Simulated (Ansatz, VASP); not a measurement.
**CuI: VASP beside Ansatz**

```
Cu I
1.0
     3.73317   -3.71109    0.00000
     3.73317    3.71109    0.00000
     0.00000    0.00000    4.35007
Cu I
2 2
Direct
  0.42044 0.57956 0.75000
  0.57956 0.42044 0.25000
  0.77004 0.22996 0.75000
  0.22996 0.77004 0.25000
```

Change from the starting cell: zz strain of +1 %, PAW files.

Alike in both runs: task electric field gradients; functional LDA; k mesh 5 × 5 × 6; occupations fermi-dirac, width 0.02 eV; no spin polarisation.

|  | VASP | Ansatz |
| --- | --- | --- |
| version | VASP 6.6.1 | Ansatz 0.2.0 |
| potentials or method | VASP PAW LDA potentials, release 64 (Cu, I) | PAW with Ansatz's default frozen-core files, scalar-relativistic |
| plane-wave cutoff (eV) | 520 | 420 |
| valence electrons in the cell | 36 | 72 |

|  | VASP | Ansatz | Ansatz less VASP |
| --- | --- | --- | --- |
| gap on the k mesh at the Fermi level (eV) | 0.90 | 0.87 | -0.037 |
| pressure (GPa) | -3.4 | -3.6 | -0.10 |
| traceless stress, the component that is largest in VASP (GPa) | 2.19 | 2.30 | +0.109 |
| rms of the force components (eV/Å) | 0.184 | 0.190 | +0.0062 |
| size of Vzz on the site where it differs most (V/Å²) | 54.9 | 40.2 | -14.67 |

LDA's correlation is that of Perdew and Zunger in VASP and of Perdew and Wang (1992) in Ansatz. Atom by atom the forces differ by 0.009 eV/Å (rms over components). VASP's potentials hold 36 valence electrons a cell and Ansatz's 72, so a difference there can come from the potentials and not from the codes.

Spin-orbit coupling is off throughout.
